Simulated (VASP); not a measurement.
# GaP (F-43m) in VASP: notebook, part 2 of 2

VASP 6.6.1. Earlier steps stand in the parts before.

## 4. Single point, LDA (21.35 Å³/atom)

This run uses another cell than the first one, of 21.35 Å³/atom.

INCAR reads:

```
SYSTEM = GaP
PREC = Accurate
ENCUT = 500
EDIFF = 1E-6
ISMEAR = 0
SIGMA = 0.02
LREAL = .False.
LASPH = .True.
NELM = 120
ALGO = Normal
ISIF = 2
LWAVE = .False.
LCHARG = .False.
NBANDS = 16
GGA_COMPAT = .False.
```

KPOINTS reads:

```
regular mesh
0
Gamma
  8 8 8
  0 0 0
```

POSCAR reads:

```
GaP
1.0
    0.0000000000      2.7742690620      2.7742690620
    2.7742690620      0.0000000000      2.7742690620
    2.7742690620      2.7742690620      0.0000000000
Ga P
1 1
Direct
    0.0000000000      0.0000000000      0.0000000000
    0.7500000000      0.7500000000      0.7500000000
```

Potentials or basis: VASP PAW LDA potentials, release 64 (Ga_d, P).

Command:

```sh
cat potpaw_LDA.64/Ga_d/POTCAR potpaw_LDA.64/P/POTCAR > POTCAR
mpirun -np 1 vasp_std > vasp.out
```

OUTCAR:

```text
SYSTEM = GaP
   PREC = Accurate
   ENCUT = 500
   EDIFF = 1E-6
   ISMEAR = 0
   LREAL = .False.
   LASPH = .True.
   NELM = 120
   ISIF = 2

 ion  position               nearest neighbor table
   1  0.000  0.000  0.000-   2 2.40   2 2.40   2 2.40   2 2.40
   2  0.750  0.750  0.750-   1 2.40   1 2.40   1 2.40   1 2.40

  LATTYP: Found a face centered cubic cell.
 ALAT       =     5.5485381240

  Lattice vectors:

 A1 = (   0.0000000000,   2.7742690620,   2.7742690620)
 A2 = (   2.7742690620,   0.0000000000,   2.7742690620)
 A3 = (   2.7742690620,   2.7742690620,   0.0000000000)

Analysis of symmetry for initial positions (statically):
=====================================================================
 Subroutine PRICEL returns:
 Original cell was already a primitive cell.

 Routine SETGRP: Setting up the symmetry group for a
 face centered cubic supercell.

 Subroutine GETGRP returns: Found 24 space group operations
 (whereof 24 operations were pure point group operations)
 out of a pool of 48 trial point group operations.

The static configuration has the point symmetry T_d .

Analysis of symmetry for dynamics (positions and initial velocities):
=====================================================================
 Subroutine PRICEL returns:
 Original cell was already a primitive cell.

 Routine SETGRP: Setting up the symmetry group for a
 face centered cubic supercell.

 Subroutine GETGRP returns: Found 24 space group operations
 (whereof 24 operations were pure point group operations)
 out of a pool of 48 trial point group operations.

The dynamic configuration has the point symmetry T_d .

 Subroutine INISYM returns: Found 24 space group operations
 (whereof 24 operations are pure point group operations),
 and found     1 'primitive' translations

----------------------------------------------------------------------------------------

                                     Primitive cell

  volume of cell :      42.7047

  direct lattice vectors                    reciprocal lattice vectors
     0.000000000  2.774269062  2.774269062    -0.180227652  0.180227652  0.180227652
     2.774269062  0.000000000  2.774269062     0.180227652 -0.180227652  0.180227652
     2.774269062  2.774269062  0.000000000     0.180227652  0.180227652 -0.180227652

  length of vectors
     3.923408933  3.923408933  3.923408933     0.312163451  0.312163451  0.312163451

  position of ions in fractional coordinates (direct lattice)
     0.000000000  0.000000000  0.000000000
     0.750000000  0.750000000  0.750000000

  ion indices of the primitive-cell ions
   primitive index   ion index
                 1           1
                 2           2

----------------------------------------------------------------------------------------

 KPOINTS: regular mesh

Automatic generation of k-mesh.
 Grid dimensions read from file:
 generate k-points for:    8    8    8

 Generating k-lattice:

  Cartesian coordinates                     Fractional coordinates (reciprocal lattice)
    -0.022528457  0.022528457  0.022528457     0.125000000  0.000000000  0.000000000
     0.022528457 -0.022528457  0.022528457     0.000000000  0.125000000  0.000000000
     0.022528457  0.022528457 -0.022528457     0.000000000  0.000000000  0.125000000

  Length of vectors
     0.039020431  0.039020431  0.039020431

  Shift w.r.t. Gamma in fractional coordinates (k-lattice)
     0.000000000  0.000000000  0.000000000

 Subroutine IBZKPT returns following result:
 ===========================================

 Found     29 irreducible k-points:

 Following reciprocal coordinates:
            Coordinates               Weight
  0.000000  0.000000  0.000000      1.000000
  0.125000  0.000000  0.000000      8.000000
  0.250000  0.000000  0.000000      8.000000
  0.375000  0.000000  0.000000      8.000000
  0.500000  0.000000  0.000000      4.000000
  0.125000  0.125000  0.000000      6.000000
[... 16 lines left out ...]
  0.500000  0.250000  0.125000     48.000000
 -0.375000  0.250000  0.125000     24.000000
 [... further k-points ...]
   k-points           NKPTS =     29   k-points in BZ     NKDIM =     29   number of bands    NBANDS=     16
   number of dos      NEDOS =    301   number of ions     NIONS =      2
   total plane-waves  NPLWV =  27000
   dimension x,y,z NGX =    30 NGY =   30 NGZ =   30
   dimension x,y,z NGXF=    60 NGYF=   60 NGZF=   60
   ions per type =               1   1
   NGX,Y,Z   is equivalent  to a cutoff of  12.71, 12.71, 12.71 a.u.
   NGXF,Y,Z  is equivalent  to a cutoff of  25.42, 25.42, 25.42 a.u.
 SYSTEM =  GaP
   PREC   = accura    normal or accurate (medium, high low for compatibility)
   ISTART =      0    job   : 0-new  1-cont  2-samecut
   ICHARG =      2    charge: 1-file 2-atom 10-const
   ISPIN  =      1    spin polarized calculation?
   LNONCOLLINEAR =      F non collinear calculations
   LSORBIT =      F    spin-orbit coupling
   LASPH  =      T    aspherical Exc in radial PAW
   ENCUT  =  500.0 eV  36.75 Ry    6.06 a.u.   7.15  7.15  7.15*2*pi/ulx,y,z
   NELM   =    120;   NELMIN=  2; NELMDL= -5     # of ELM steps
   EDIFF  = 0.1E-05   stopping-criterion for ELM
   LREAL  =      F    real-space projection
   EDIFFG = 0.1E-04   stopping-criterion for IOM
   NSW    =      0    number of steps for IOM
   IBRION =     -1    ionic relax: 0-MD 1-quasi-New 2-CG
   NFREE  =      0    steps in history (QN), initial steepest desc. (CG)
   ISIF   =      2    stress and relaxation
   ISYM   =      2    0-nonsym 1-usesym 2-fastsym
   POTIM  = 0.5000    time-step for ionic-motion
   TEBEG  =    0.0;   TEEND  =   0.0 temperature during run
   PSTRESS=    0.0 pullay stress
   NELECT =      18.0000    total number of electrons
   NUPDOWN=      -1.0000    fix difference up-down
   EMIN   =  10.00;   EMAX   =-10.00  energy-range for DOS
   EFERMI =   0.00;   METHOD = LEGACY
   ISMEAR =     0;   SIGMA  =   0.02  broadening in eV -4-tet -1-fermi 0-gaus
   EFERMI_NEDOS =   21; number of points for ismear=-14 and -15
   IALGO  =     38    algorithm
   IMIX   =      4    mixing-type and parameters
     AMIX     =   0.40;   BMIX     =  1.00
     AMIX_MAG =   1.60;   BMIX_MAG =  1.00
  volume/ion in A,a.u.               =      21.35       144.09
  Fermi-wavevector in a.u.,A,eV,Ry     =   1.227459  2.319562 20.499303  1.506656
  Thomas-Fermi vector in A             =   2.362422
   LORBIT       =      0    0 simple, 1 ext, 2 COOP (PROOUT), +10 PAW based schemes
   GGA     = CA    functional components
   LHFCALC =     F    Hartree Fock is set to
   AEXX    =    0.0000 exact exchange contribution
   IVDW    =     0    specifies the selected vdW correction
   LEPSILON=     F    determine dielectric tensor
   LRPA    =     F    only Hartree local field effects (RPA)
 non-spin polarized calculation
 Gauss-broadening in eV      SIGMA  =   0.02
  energy-cutoff  :      500.00
  volume of cell :       42.70
 maximum number of plane-waves:      1106
 NGX is ok and might be reduce to    30
   NGX = 15   NGY = 15   NGZ = 15

 number of electron      18.0000012 magnetization

 Free energy of the ion-electron system (eV)
  ---------------------------------------------------
  ext. energy  EPLUGINS =         0.00000000
  ---------------------------------------------------
  free energy    TOTEN  =       -10.37683493 eV

  energy without entropy =      -10.37683493  energy(sigma->0) =      -10.37683493

 E-fermi :   4.0672     XC(G=0):  -9.9282

 val. band max:        3.9701904696   @ k =   0.0000   0.0000   0.0000
 cond. band min:       5.1716917676   @ k =   0.0000   0.0000   0.0000
 fundamental gap:      1.2015012980
 Fermi energy:         4.0671990719

 k-point     1 :       0.0000    0.0000    0.0000
  band No.  band energies     occupation
      1     -10.6524      2.00000
      2     -10.6524      2.00000
      3     -10.6524      2.00000
      4     -10.5693      2.00000
      5     -10.5693      2.00000
      6      -8.1505      2.00000
[... 8 lines left out ...]
     15      13.6880      0.00000
     16      13.6880      0.00000
[... 419 lines left out ...]
 k-point    24 :      -0.3750    0.2500    0.1250
  band No.  band energies     occupation
      1     -10.7188      2.00000
      2     -10.6271      2.00000
      3     -10.6169      2.00000
      4     -10.5733      2.00000
      5     -10.5633      2.00000
      6      -5.8533      2.00000
[... 8 lines left out ...]
     15      15.6476      0.00000
     16      16.0611      0.00000

 [... further k-points ...]

------------------------ aborting loop because EDIFF is reached ----------------------------------------

  FORCE on cell =-STRESS in cart. coord.  units (eV):
  Direction    XX          YY          ZZ          XY          YZ          ZX
  --------------------------------------------------------------------------------------
  -------------------------------------------------------------------------------------
  Total       -1.6934816     -1.6934816     -1.6934816     -0.0000000      0.0000000     -0.0000000
  in kB      -63.5353360    -63.5353360    -63.5353360     -0.0000000      0.0000000     -0.0000000
  external PRESSURE =     -63.5353360 kB  Pullay stress =       0.0000000 kB

 VOLUME and BASIS-vectors are now :
 -----------------------------------------------------------------------------
  energy-cutoff  :      500.00
  volume of cell :       42.70
      direct lattice vectors                 reciprocal lattice vectors
     0.000000000  2.774269062  2.774269062    -0.180227652  0.180227652  0.180227652
     2.774269062  0.000000000  2.774269062     0.180227652 -0.180227652  0.180227652
     2.774269062  2.774269062  0.000000000     0.180227652  0.180227652 -0.180227652

 POSITION                                       TOTAL-FORCE (eV/Angst)
 -----------------------------------------------------------------------------------
      0.00000      0.00000      0.00000        -0.000000     -0.000000     -0.000000
      4.16140      4.16140      4.16140         0.000000      0.000000      0.000000
 -----------------------------------------------------------------------------------
    total drift:                                0.000000      0.000000      0.000000

  FREE ENERGIE OF THE ION-ELECTRON SYSTEM (eV)
  ---------------------------------------------------
  free  energy   TOTEN  =       -10.3768349262 eV

  energy  without entropy=      -10.3768349262  energy(sigma->0) =      -10.37683493
```

stdout:

```text
POSCAR found type information on POSCAR GaP
 POSCAR found :  2 types and       2 ions
 scaLAPACK will be used
 LDA part: xc-table for (Slater(with rela. corr.)+CA(PZ))
 , standard interpolation
 POSCAR, INCAR and KPOINTS ok, starting setup
 FFT: planning ... GRIDC
 FFT: planning ... GRID_SOFT
 FFT: planning ... GRID
 WAVECAR not read
 entering main loop
```

Wall time 28 s (1 thread of Intel Xeon 8259CL, shared host); peak memory 0.15 GiB.

Results:

```
Free energy            : -10.3768 eV
Pressure               : -6.4 GPa
Band gap on the k mesh : 1.20 eV
```

Levels at points of the mesh, in eV from the valence-band top:
```csv
k point,band 6,band 7,band 8,band 9,band 10,band 11,band 12,band 13
"(0.00, 0.00, 0.00)",-12.12,0.00,0.00,0.00,1.20,3.80,3.80,3.80
"(0.50, 0.00, 0.00)",-10.21,-6.42,-1.05,-1.05,1.35,4.64,4.64,7.93
"(0.50, 0.50, 0.00)",-9.36,-6.60,-2.53,-2.53,1.60,1.72,10.05,10.05
```

Caveat: the cell stands under tension.

## 5. Overview

| cell | gap on the mesh (eV) | pressure (GPa) |
| --- | --- | --- |
| a = 3.850 Å, angles 60.0°, 2 atoms | 1.49 | -2.4 |
| a = 3.887 Å, angles 60.0°, 2 atoms | 1.43 | -4.6 |
| a = 3.923 Å, angles 60.0°, 2 atoms | 1.20 | -6.4 |

Alike in all rows: task single point; level LDA; potentials or basis VASP PAW LDA potentials, release 64 (Ga_d, P); no spin polarisation; k mesh 8 × 8 × 8; cutoff (eV) 500; smearing gaussian 0.02 eV.

Caveats: the cell stands under tension (at least some runs).

Total energies depend on the potentials used, so only differences within one code and one set of settings carry meaning.
